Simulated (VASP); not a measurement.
# Mo6C in VASP: further runs

Mo6C is run at these levels: PBE; tasks: single point.

Everything below comes from runs of VASP 6.6.1. Logs are shortened: lines on timing, memory, paths and dates and some standing lists are left out, and cuts for length are marked.

## 1. The cell of the first run

The cell holds a slab with vacuum, 7 atoms: a = 4.470 Å, b = 4.470 Å, c = 19.760 Å, α = 90.00°, β = 90.00°, γ = 120.00°.

## 2. Single point, PBE

File INCAR:

```
SYSTEM = Mo6C
PREC = Accurate
ENCUT = 520
EDIFF = 1E-7
ISMEAR = 0
SIGMA = 0.1
LREAL = .FALSE.
LASPH = .TRUE.
NELM = 80
ALGO = Normal
ISIF = 2
LWAVE = .FALSE.
LCHARG = .TRUE.
LDIPOL = .TRUE.
IDIPOL = 3
DIPOL = 0.5 0.5 0.331
GGA = PE
LELF = .TRUE.
LVHAR = .TRUE.
LVACPOTAV = .TRUE.
NBANDS = 53
```

File KPOINTS:

```
regular mesh
0
G
  6 6 1
  0 0 0
```

File POSCAR:

```
Mo6C
1.0
    4.4695765307      0.0000000000      0.0000000000
   -2.2347882654      3.8707668198      0.0000000000
    0.0000000000      0.0000000000     19.7595667350
Mo C
6 1
Direct
    0.6666666667      0.3333333333      0.2024335884
    0.3333333333      0.6666666666      0.2486060831
    0.0000000000      0.0000000000      0.2947785777
    0.6666666667      0.3333333333      0.3368821116
    0.3333333333      0.6666666666      0.3779725564
    0.0000000000      0.0000000000      0.4180034333
    0.8888888889      0.4444444444      0.4349832803
```

Potentials or basis: VASP PAW PBE potentials, release 64 (Mo_sv, C).

Command:

```console
cat potpaw_PBE.64/Mo_sv/POTCAR potpaw_PBE.64/C/POTCAR > POTCAR
mpirun -np 1 vasp_std > vasp.out
```

OUTCAR:

```text
SYSTEM = Mo6C
   PREC = Accurate
   ENCUT = 520
   EDIFF = 1E-7
   ISMEAR = 0
   LREAL = .FALSE.
   LASPH = .TRUE.
   NELM = 80
   ISIF = 2
   GGA = PE

 ion  position               nearest neighbor table
   1  0.667  0.333  0.202-   4 2.66   2 2.74   2 2.74   2 2.74   3 3.16   3 3.16   3 3.16
   2  0.333  0.667  0.249-   5 2.56   3 2.74   3 2.74   3 2.74   1 2.74   1 2.74   1 2.74   4 3.11
                             4 3.11   4 3.11
   3  0.000  0.000  0.295-   6 2.43   4 2.71   4 2.71   4 2.71   2 2.74   2 2.74   2 2.74   5 3.06
                             5 3.06   5 3.06   1 3.16   1 3.16   1 3.16
   4  0.667  0.333  0.337-   7 2.12   1 2.66   5 2.71   5 2.71   5 2.71   3 2.71   3 2.71   3 2.71
                             6 3.04   6 3.04   6 3.04   2 3.11   2 3.11   2 3.11
   5  0.333  0.667  0.378-   7 2.06   2 2.56   6 2.70   6 2.70   6 2.70   4 2.71   4 2.71   4 2.71
                             3 3.06   3 3.06   3 3.06
   6  0.000  0.000  0.418-   7 2.30   7 2.30   3 2.43   5 2.70   5 2.70   5 2.70   4 3.04   4 3.04
                             4 3.04
   7  0.889  0.444  0.435-   5 2.06   4 2.12   6 2.30   6 2.30

  LATTYP: Found a hexagonal cell.
 ALAT       =     4.4695765307
 C/A-ratio  =     4.4209035463

  Lattice vectors:

 A1 = (   4.4695765307,   0.0000000000,   0.0000000000)
 A2 = (  -2.2347882654,   3.8707668198,   0.0000000000)
 A3 = (   0.0000000000,   0.0000000000,  19.7595667350)

Analysis of symmetry for initial positions (statically):
=====================================================================
 Subroutine PRICEL returns:
 Original cell was already a primitive cell.

 Routine SETGRP: Setting up the symmetry group for a
 hexagonal supercell.

 Subroutine GETGRP returns: Found  2 space group operations
 (whereof  2 operations were pure point group operations)
 out of a pool of 24 trial point group operations.

The static configuration has the point symmetry C_1h.

Analysis of symmetry for dynamics (positions and initial velocities):
=====================================================================
 Subroutine PRICEL returns:
 Original cell was already a primitive cell.

 Routine SETGRP: Setting up the symmetry group for a
 hexagonal supercell.

 Subroutine GETGRP returns: Found  2 space group operations
 (whereof  2 operations were pure point group operations)
 out of a pool of 24 trial point group operations.

The dynamic configuration has the point symmetry C_1h.

 Subroutine INISYM returns: Found  2 space group operations
 (whereof  2 operations are pure point group operations),
 and found     1 'primitive' translations

----------------------------------------------------------------------------------------

                                     Primitive cell

  volume of cell :     341.8541

  direct lattice vectors                    reciprocal lattice vectors
     4.469576531  0.000000000  0.000000000     0.223734842  0.129173371  0.000000000
    -2.234788265  3.870766820  0.000000000     0.000000000  0.258346743  0.000000000
     0.000000000  0.000000000 19.759566735     0.000000000  0.000000000  0.050608397

  length of vectors
     4.469576531  4.469576531 19.759566735     0.258346743  0.258346743  0.050608397

  position of ions in fractional coordinates (direct lattice)
     0.666666667  0.333333333  0.202433588
     0.333333333  0.666666667  0.248606083
     0.000000000  0.000000000  0.294778578
     0.666666667  0.333333333  0.336882112
     0.333333333  0.666666667  0.377972556
     0.000000000  0.000000000  0.418003433
     0.888888889  0.444444444  0.434983280

  ion indices of the primitive-cell ions
   primitive index   ion index
                 1           1
                 2           2
                 3           3
                 4           4
                 5           5
                 6           6
                 7           7

----------------------------------------------------------------------------------------

 KPOINTS: regular mesh

Automatic generation of k-mesh.
 Grid dimensions read from file:
 generate k-points for:    6    6    1

 Generating k-lattice:

  Cartesian coordinates                     Fractional coordinates (reciprocal lattice)
     0.037289140  0.021528895  0.000000000     0.166666667  0.000000000  0.000000000
     0.000000000  0.043057790  0.000000000     0.000000000  0.166666667  0.000000000
     0.000000000  0.000000000  0.050608397     0.000000000  0.000000000  1.000000000

  Length of vectors
     0.043057790  0.043057790  0.050608397

  Shift w.r.t. Gamma in fractional coordinates (k-lattice)
     0.000000000  0.000000000  0.000000000

 Subroutine IBZKPT returns following result:
 ===========================================

 Found     13 irreducible k-points:

 Following reciprocal coordinates:
            Coordinates               Weight
  0.000000  0.000000  0.000000      1.000000
  0.166667 -0.000000  0.000000      2.000000
  0.000000  0.166667  0.000000      4.000000
  0.333333  0.000000  0.000000      2.000000
  0.000000  0.333333  0.000000      4.000000
  0.500000 -0.000000  0.000000      1.000000
  0.000000  0.500000  0.000000      2.000000
  0.166667  0.166667  0.000000      4.000000
 -0.166667  0.333333  0.000000      2.000000
  0.333333  0.166667  0.000000      4.000000
 -0.166667  0.500000  0.000000      4.000000
  0.500000  0.333333  0.000000      4.000000
  0.333333  0.333333  0.000000      2.000000
   k-points           NKPTS =     13   k-points in BZ     NKDIM =     13   number of bands    NBANDS=     53
   number of dos      NEDOS =    301   number of ions     NIONS =      7
   total plane-waves  NPLWV = 194400
   dimension x,y,z NGX =    36 NGY =   36 NGZ =  150
   dimension x,y,z NGXF=    72 NGYF=   72 NGZF=  300
   ions per type =               6   1
   NGX,Y,Z   is equivalent  to a cutoff of  13.39, 13.39, 12.62 a.u.
   NGXF,Y,Z  is equivalent  to a cutoff of  26.78, 26.78, 25.24 a.u.
 SYSTEM =  Mo6C
   PREC   = accura    normal or accurate (medium, high low for compatibility)
   ISTART =      0    job   : 0-new  1-cont  2-samecut
   ICHARG =      2    charge: 1-file 2-atom 10-const
   ISPIN  =      1    spin polarized calculation?
   LNONCOLLINEAR =      F non collinear calculations
   LSORBIT =      F    spin-orbit coupling
   LASPH  =      T    aspherical Exc in radial PAW
   ENCUT  =  520.0 eV  38.22 Ry    6.18 a.u.   8.31  8.31 36.74*2*pi/ulx,y,z
   NELM   =     80;   NELMIN=  2; NELMDL= -5     # of ELM steps
   EDIFF  = 0.1E-06   stopping-criterion for ELM
   LREAL  =      F    real-space projection
   EDIFFG = 0.1E-05   stopping-criterion for IOM
   NSW    =      0    number of steps for IOM
   IBRION =     -1    ionic relax: 0-MD 1-quasi-New 2-CG
   NFREE  =      0    steps in history (QN), initial steepest desc. (CG)
   ISIF   =      2    stress and relaxation
   ISYM   =      2    0-nonsym 1-usesym 2-fastsym
   POTIM  = 0.5000    time-step for ionic-motion
   TEBEG  =    0.0;   TEEND  =   0.0 temperature during run
   PSTRESS=    0.0 pullay stress
   NELECT =      88.0000    total number of electrons
   NUPDOWN=      -1.0000    fix difference up-down
   EMIN   =  10.00;   EMAX   =-10.00  energy-range for DOS
   EFERMI =   0.00;   METHOD = LEGACY
   ISMEAR =     0;   SIGMA  =   0.10  broadening in eV -4-tet -1-fermi 0-gaus
   EFERMI_NEDOS =   21; number of points for ismear=-14 and -15
   IALGO  =     38    algorithm
   IMIX   =      4    mixing-type and parameters
     AMIX     =   0.40;   BMIX     =  1.00
     AMIX_MAG =   1.60;   BMIX_MAG =  1.00
  volume/ion in A,a.u.               =      48.84       329.56
  Fermi-wavevector in a.u.,A,eV,Ry     =   1.041411  1.967981 14.756017  1.084537
  Thomas-Fermi vector in A             =   2.176030
   LORBIT       =      0    0 simple, 1 ext, 2 COOP (PROOUT), +10 PAW based schemes
   GGA     = PE    functional components
   LHFCALC =     F    Hartree Fock is set to
   AEXX    =    0.0000 exact exchange contribution
   IVDW    =     0    specifies the selected vdW correction
   LEPSILON=     F    determine dielectric tensor
   LRPA    =     F    only Hartree local field effects (RPA)
 non-spin polarized calculation
 Gauss-broadening in eV      SIGMA  =   0.10
  energy-cutoff  :      520.00
  volume of cell :      341.85
 maximum number of plane-waves:      9223
 NGX is ok and might be reduce to    36
   NGX = 17   NGY = 17   NGZ = 73

 dipolmoment           0.000000      0.000000     -0.024236 electrons x Angstroem

 number of electron      88.0000007 magnetization

 dipolmoment           0.000000      0.000000      0.100182 electrons x Angstroem

 Free energy of the ion-electron system (eV)
  ---------------------------------------------------
  ext. energy  EPLUGINS =         0.00000000
  ---------------------------------------------------
  free energy    TOTEN  =       -67.52794743 eV

  energy without entropy =      -67.48584551  energy(sigma->0) =      -67.50689647

 E-fermi :   0.7582     XC(G=0):  -4.9525

 val. band max:        0.7479551853   @ k =   0.0000   0.0000   0.0000
 cond. band min:       0.7598655431   @ k =   0.5000  -0.0000   0.0000
 fundamental gap:      0.0119103579
 Fermi energy:         0.7581637400

 k-point     1 :       0.0000    0.0000    0.0000
  band No.  band energies     occupation
      1     -60.4821      2.00000
      2     -60.2357      2.00000
      3     -60.2169      2.00000
      4     -60.1209      2.00000
      5     -60.0386      2.00000
      6     -59.9145      2.00000
[... 45 lines left out ...]
     52       2.6746      0.00000
     53       2.7664      0.00000

 k-point     2 :       0.1667   -0.0000    0.0000
  band No.  band energies     occupation
      1     -60.4609      2.00000
      2     -60.2413      2.00000
      3     -60.2169      2.00000
      4     -60.1237      2.00000
      5     -60.0419      2.00000
      6     -59.9250      2.00000
[... 45 lines left out ...]
     52       2.6747      0.00000
     53       2.8217      0.00000
[... 558 lines left out ...]
     52       2.5259      0.00000
     53       2.7979      0.00000

 k-point    13 :       0.3333    0.3333    0.0000
  band No.  band energies     occupation
      1     -60.3394      2.00000
      2     -60.2882      2.00000
      3     -60.2456      2.00000
      4     -60.1297      2.00000
      5     -60.0347      2.00000
      6     -59.9761      2.00000
[... 45 lines left out ...]
     52       2.4068      0.00000
     53       2.4649      0.00000

------------------------ aborting loop because EDIFF is reached ----------------------------------------

  FORCE on cell =-STRESS in cart. coord.  units (eV):
  Direction    XX          YY          ZZ          XY          YZ          ZX
  --------------------------------------------------------------------------------------
  -------------------------------------------------------------------------------------
  Total       -2.4027482     -6.0022892      1.2648928      3.1172940      0.0402619      0.0697362
  in kB      -11.2610278    -28.1310989      5.9282090     14.6099101      0.1886966      0.3268345
  external PRESSURE =     -11.1546392 kB  Pullay stress =       0.0000000 kB

 VOLUME and BASIS-vectors are now :
 -----------------------------------------------------------------------------
  energy-cutoff  :      520.00
  volume of cell :      341.85
      direct lattice vectors                 reciprocal lattice vectors
     4.469576531  0.000000000  0.000000000     0.223734842  0.129173371  0.000000000
    -2.234788265  3.870766820  0.000000000     0.000000000  0.258346743  0.000000000
     0.000000000  0.000000000 19.759566735     0.000000000  0.000000000  0.050608397

 POSITION                                       TOTAL-FORCE (eV/Angst)
 -----------------------------------------------------------------------------------
      2.23479      1.29026      4.00000         0.072317      0.041752      1.396961
     -0.00000      2.58051      4.91235        -0.168080     -0.097041     -0.701034
      0.00000      0.00000      5.82470         0.179390      0.103571     -1.701297
      2.23479      1.29026      6.65664        -0.555359     -0.320637     -0.506039
     -0.00000      2.58051      7.46857         0.982768      0.567402      0.085558
      0.00000      0.00000      8.25957        -0.926440     -0.534880      1.384872
      2.97972      1.72034      8.59508         0.415403      0.239833      0.040979
 -----------------------------------------------------------------------------------
    total drift:                                0.000060      0.000036     -0.000588

  FREE ENERGIE OF THE ION-ELECTRON SYSTEM (eV)
  ---------------------------------------------------
  free  energy   TOTEN  =       -67.5279474291 eV

  energy  without entropy=      -67.4858455142  energy(sigma->0) =      -67.50689647

 vacuum level on the upper side and lower side of the slab         5.347         4.299
```

It took 5.6 min on 1 thread of Intel Xeon 6975P-C (Granite Rapids), shared host; peak memory 0.54 GiB.

Results:

| Item | Value |
| --- | --- |
| Free energy | -67.5279 eV |
| Largest force | 1.750 eV/Å |
| Band gap on the k mesh | zero (band 44 reaches 0.74 eV, above the bottom of band 45 at 0.67 eV) |

Forces in eV/Å, atoms in the order of the input:
```
Mo   0.072  0.042  1.397
Mo  -0.168 -0.097 -0.701
Mo   0.179  0.104 -1.701
Mo  -0.555 -0.321 -0.506
Mo   0.983  0.567  0.086
Mo  -0.926 -0.535  1.385
C    0.415  0.240  0.041
```

## 3. Single point, PBE

File INCAR:

```
SYSTEM = Mo6C
PREC = Accurate ; ENCUT = 520
EDIFF = 1E-6 ; ISMEAR = 0
SIGMA = 0.1 ; LREAL = .FALSE.
LASPH = .TRUE. ; NELM = 60
ALGO = Normal ; ISIF = 2
LWAVE = .FALSE. ; LCHARG = .TRUE.
LDIPOL = .TRUE. ; IDIPOL = 3
DIPOL = 0.5 0.5 0.339 ; GGA = PE
LELF = .TRUE. ; LVHAR = .TRUE.
LVACPOTAV = .TRUE. ; NBANDS = 53
```

File KPOINTS:

```
Automatic mesh
0
G
  6 6 1
  0 0 0
```

File POSCAR:

```
Mo6C
1.0
    4.4695765307      0.0000000000      0.0000000000
   -2.2347882654      3.8707668198      0.0000000000
    0.0000000000      0.0000000000     19.7595667350
Mo C
6 1
Direct
    0.6666666667      0.3333333333      0.2024335884
    0.3333333334      0.6666666667      0.2486060831
    0.0000000000      0.0000000000      0.2947785777
    0.6666666667      0.3333333333      0.3368821116
    0.3333333334      0.6666666667      0.3779725564
    0.0000000000      0.0000000000      0.4180034333
    0.1111111111      0.2222222222      0.4965452448
```

Potentials or basis: VASP PAW PBE potentials, release 64 (Mo_sv, C).

Command:

```console
cat potpaw_PBE.64/Mo_sv/POTCAR potpaw_PBE.64/C/POTCAR > POTCAR
mpirun -np 1 vasp_std > vasp.out
```

Run time: 5.3 min. Hardware: 1 thread of Intel Xeon 6975P-C (Granite Rapids), shared host; peak memory 0.55 GiB.

It converged, with:

* Free energy: -64.3364 eV
* Largest force: 3.222 eV/Å
* Band gap on the k mesh: zero (band 44 reaches 0.07 eV, above the bottom of band 45 at -0.05 eV)

Forces on the atoms (eV/Å):
```
Mo   0.000 -0.039  2.174
Mo   0.000  0.056 -0.401
Mo   0.000  0.079 -3.221
Mo   0.000 -0.322 -1.087
Mo   0.000 -0.408  0.785
Mo   0.000 -0.150  1.688
C    0.000  0.785  0.063
```

Levels at points of the mesh, in eV from the Fermi level:
| k point | band 41 | band 42 | band 43 | band 44 | band 45 | band 46 | band 47 | band 48 |
| --- | --- | --- | --- | --- | --- | --- | --- | --- |
| (0.00, 0.00, 0.00) | -1.22 | -1.22 | -0.94 | -0.35 | 0.07 | 0.40 | 1.08 | 1.14 |
| (0.50, 0.00, 0.00) | -1.15 | -0.61 | -0.24 | -0.06 | 0.19 | 0.33 | 0.51 | 1.19 |
| (0.00, 0.50, 0.00) | -1.09 | -0.77 | -0.56 | -0.05 | 0.10 | 0.20 | 0.55 | 1.18 |

## 4. Single point, PBE

File INCAR:

```
SYSTEM = Mo6C
PREC     = Accurate       ! precision mode
ENCUT    = 520            ! plane-wave cutoff, eV
EDIFF    = 1E-6           ! SCF threshold, eV
ISMEAR   = 0              ! smearing method
SIGMA    = 0.1            ! smearing width, eV
LREAL    = .FALSE.        ! projectors in reciprocal space
LASPH    = .TRUE.         ! aspherical terms in the spheres
NELM     = 100            ! most SCF steps
ALGO     = Normal         ! electronic algorithm
ISIF     = 2              ! what is computed and relaxed
LWAVE    = .FALSE.        ! write WAVECAR
LCHARG   = .FALSE.        ! write CHGCAR
LDIPOL   = .TRUE.       
IDIPOL   = 3            
DIPOL    = 0.5 0.5 0.339
GGA      = PE             ! functional
NBANDS   = 53             ! bands
```

File KPOINTS:

```
regular mesh
0
G
  6 6 1
  0 0 0
```

File POSCAR:

```
Mo6C
1.0
    4.4695765307      0.0000000000      0.0000000000
   -2.2347882654      3.8707668198      0.0000000000
    0.0000000000      0.0000000000     19.7595667350
Mo C
6 1
Direct
    0.6666666667      0.3333333333      0.2024335884
    0.3333333333      0.6666666666      0.2486060831
    0.0000000000      0.0000000000      0.2947785777
    0.6666666667      0.3333333333      0.3368821116
    0.3333333333      0.6666666666      0.3779725564
    0.0000000000      0.0000000000      0.4180034333
    0.2222222222      0.1111111111      0.4962679305
```

Command:

```console
cat potpaw_PBE.64/Mo_sv/POTCAR potpaw_PBE.64/C/POTCAR > POTCAR
mpirun -np 1 vasp_std > vasp.out
```

Run time: 5.5 min. Hardware: 1 thread of Intel Xeon 6975P-C (Granite Rapids), shared host; peak memory 0.54 GiB.

Results (log left out):

| Quantity | Value |
| --- | --- |
| Free energy | -64.3035 eV |
| Largest force | 3.131 eV/Å |
| Band gap on the k mesh | zero (band 44 reaches 0.15 eV, above the bottom of band 45 at -0.12 eV) |

Forces on the atoms (eV/Å):
```
Mo  -0.065 -0.038  2.039
Mo   0.017  0.010 -0.344
Mo   0.293  0.169 -3.113
Mo  -0.025 -0.014 -0.899
Mo  -0.430 -0.248  0.791
Mo  -0.362 -0.209  1.458
C    0.571  0.329  0.068
```

Levels at points of the mesh, in eV from the Fermi level:
| k point | band 40 | band 41 | band 42 | band 43 | band 44 | band 45 | band 46 | band 47 | band 48 | band 49 |
| --- | --- | --- | --- | --- | --- | --- | --- | --- | --- | --- |
| (0.00, 0.00, 0.00) | -1.36 | -1.23 | -1.23 | -0.95 | -0.16 | -0.08 | 0.37 | 1.12 | 1.14 | 1.27 |
| (0.50, 0.00, 0.00) | -1.61 | -1.00 | -0.66 | -0.42 | 0.08 | 0.08 | 0.42 | 0.53 | 1.09 | 1.20 |
| (0.00, 0.50, 0.00) | -1.39 | -1.16 | -0.83 | -0.34 | 0.01 | 0.17 | 0.26 | 0.68 | 1.24 | 1.36 |
